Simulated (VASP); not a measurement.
Runs of VASP 6.6.1 on Y. The structure is that of space group P6_3/mmc (No. 194), or close to it. The cells are those of the table. 

```tsv
cell	further INCAR settings	gap on the mesh (eV)	pressure (GPa)
a = 3.834, b = 3.834, c = 5.460 Å, angles 90.0, 90.0, 120.0°, 2 atoms	ALGO = Fast; EDIFF = 1e-06; NBANDS = 18	none	-2.1
a = 3.834, b = 3.834, c = 5.604 Å, angles 90.0, 90.0, 120.0°, 2 atoms	ALGO = Fast; EDIFF = 1e-06; NBANDS = 18	none	-3.0
a = 3.743, b = 3.743, c = 5.460 Å, angles 90.0, 90.0, 120.0°, 2 atoms	ALGO = Fast; EDIFF = 1e-07; NBANDS = 18	none	-0.4
a = 3.469, b = 3.469, c = 5.604 Å, angles 90.0, 90.0, 120.0°, 2 atoms	ALGO = Fast; EDIFF = 1e-06; NBANDS = 18	none	5.4
a = 3.651, b = 3.651, c = 5.891 Å, angles 90.0, 90.0, 120.0°, 2 atoms	ALGO = Fast; EDIFF = 1e-06; NBANDS = 18	none	-1.4
a = 3.560, b = 3.560, c = 6.035 Å, angles 90.0, 90.0, 120.0°, 2 atoms	ALGO = Fast; EDIFF = 1e-06; NBANDS = 18	none	-0.4
a = 3.743, b = 3.743, c = 5.604 Å, angles 90.0, 90.0, 120.0°, 2 atoms	ALGO = Fast; EDIFF = 1e-07; NBANDS = 18	none	-1.4
a = 3.743, b = 3.743, c = 5.747 Å, angles 90.0, 90.0, 120.0°, 2 atoms	ALGO = Fast; EDIFF = 1e-07; NBANDS = 18	none	(a)
```

Alike in all rows: task single point; level PBE; potentials or basis VASP PAW PBE potentials, release 64 (Y_sv); no spin polarisation; k mesh 18 × 18 × 8; cutoff (eV) 520; smearing gaussian 0.15 eV.

Q: Estimate the missing entries.

A: (a) -2.3.

A k mesh can miss the band edges, and the runs leave out spin-orbit coupling on Y.

A gap of «none» marks levels without a gap at the run's occupations.
